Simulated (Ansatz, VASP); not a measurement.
## ZnSe3: VASP beside Ansatz

```
CELL_PARAMETERS angstrom
4.56919 0.00000 0.00000
0.00000 4.56919 0.00000
0.00000 0.00000 4.56919
ATOMIC_POSITIONS crystal
Zn 0.00000 0.00000 0.00000
Se 0.50000 0.00000 0.50000
Se 0.00000 0.50000 0.50000
Se 0.50000 0.50000 0.00000
```

Change from the starting cell: species swapped into the PrSn3 type (Pm-3m, No. 221).

Alike in both runs: task single point; functional PBE; k mesh 4 × 4 × 4; occupations gaussian, width 0.1 eV; no spin polarisation.

|  | VASP | Ansatz |
| --- | --- | --- |
| version | VASP 6.6.1 | Ansatz 0.2.0 |
| potentials or method | VASP PAW PBE potentials, release 64 (Zn, Se), cutoff 500 eV | scalar-relativistic, plane waves, PAW |
| valence electrons in the cell | 30 | 60 |

```tsv
	VASP	Ansatz	Ansatz less VASP
gap on the k mesh at the Fermi level (eV)	none	none	-
pressure (GPa)	-6.9	-6.9	-0.02
```

A gap of «none» marks a metal or a gap that the smearing closes. With one functional, cell and mesh, what is left measures potentials, basis and numerics. VASP's potentials hold 30 valence electrons a cell and Ansatz's 60, so a difference there can come from the potentials and not from the codes.
